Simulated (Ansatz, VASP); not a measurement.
Ti4O: VASP beside Ansatz

```
CELL_PARAMETERS angstrom
2.86791 0.00000 0.00000
-1.43396 2.48369 0.00000
0.00000 0.00000 26.02492
ATOMIC_POSITIONS crystal
Ti 0.66667 0.33333 0.32661
Ti 0.33333 0.66667 0.41659
Ti 0.00000 0.00000 0.50803
Ti 0.66667 0.33333 0.59211
O 0.33333 0.66667 0.70455
```

Alike in both runs: task single point; functional PBEsol; k mesh 12 × 12 × 1; occupations gaussian, width 0.1 eV; no spin polarisation.

|  | VASP | Ansatz |
| --- | --- | --- |
| version | VASP 6.6.1 | Ansatz 0.2.0 |
| potentials or method | VASP PAW PBE potentials, release 64 (Ti_sv, O), cutoff 520 eV | scalar-relativistic, plane waves, PAW |
| valence electrons in the cell | 54 | 54 |

```csv
,VASP,Ansatz,Ansatz less VASP
gap on the k mesh at the Fermi level (eV),none,none,-
rms of the force components (eV/Å),0.767,0.771,+0.0044
"work function, face that differs most (eV)",4.62,4.63,+0.009
```

VASP's potentials were made for PBE, not for PBEsol. Atom by atom the forces differ by 0.006 eV/Å (rms over components). A gap of «none» marks a metal or a gap that the smearing closes. With one functional, cell and mesh, what is left measures potentials, basis and numerics. Ansatz's warnings: xc potential rough in thin density.
